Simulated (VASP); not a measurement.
Set up this calculation in VASP 6.6.1, as the native input.

```
Task                   : single point
Functional             : PBEsol
Potentials or basis    : VASP PAW PBE potentials, release 64 (Na_pv, H)
Cutoff                 : 500 eV
k mesh                 : 8 × 8 × 8
Occupations            : gaussian, width 0.01 eV
Spin                   : no spin polarisation
Dipole correction      : no
Further INCAR settings : ALGO = Normal; EDIFF = 1e-06; NBANDS = 11
```

The structure of NaH lies in POSCAR:

```
NaH
1.0
    2.4076552300      2.4076552300      0.0000000000
   -2.4076552300      2.4076552300      0.0000000000
    0.0000000000      2.4076552300      2.3884898152
Na H
1 1
Direct
    0.0000000000      0.0000000000      0.0000000000
    0.5000000000      0.5000000000      0.0000000000
```

This cell differs from its parent crystal: in-plane strain +0.005, then relaxed in part.

One way to write it, as run:

INCAR

```
SYSTEM = NaH
  PREC = Accurate
  ENCUT = 500
  EDIFF = 1E-6
  ISMEAR = 0
  SIGMA = 0.01
  LREAL = .False.
  LASPH = .True.
  NELM = 120
  ALGO = Normal
  ISIF = 2
  LWAVE = .False.
  LCHARG = .False.
  GGA = PS
  NBANDS = 11
  GGA_COMPAT = .False.
```

KPOINTS

```
regular mesh
0
Gamma
  8 8 8
  0 0 0
```

Potentials or basis: VASP PAW PBE potentials, release 64 (Na_pv, H).

Run with:

```console
$ cat potpaw_PBE.64/Na_pv/POTCAR potpaw_PBE.64/H/POTCAR > POTCAR
$ mpirun -np 1 vasp_std > vasp.out
```

It gave:

* Pressure: -0.2 GPa
* Band gap on the k mesh: 3.59 eV, indirect (least direct gap 4.50 eV)

Caveat: the cell differs from its parent crystal (in-plane strain +0.005, then relaxed in part); the PAW data sets were made with another functional, which shifts forces and pressure a little.

Wall time 34 s on 1 thread of Intel Xeon 8259CL, with other jobs on the host, peak memory 0.15 GiB.
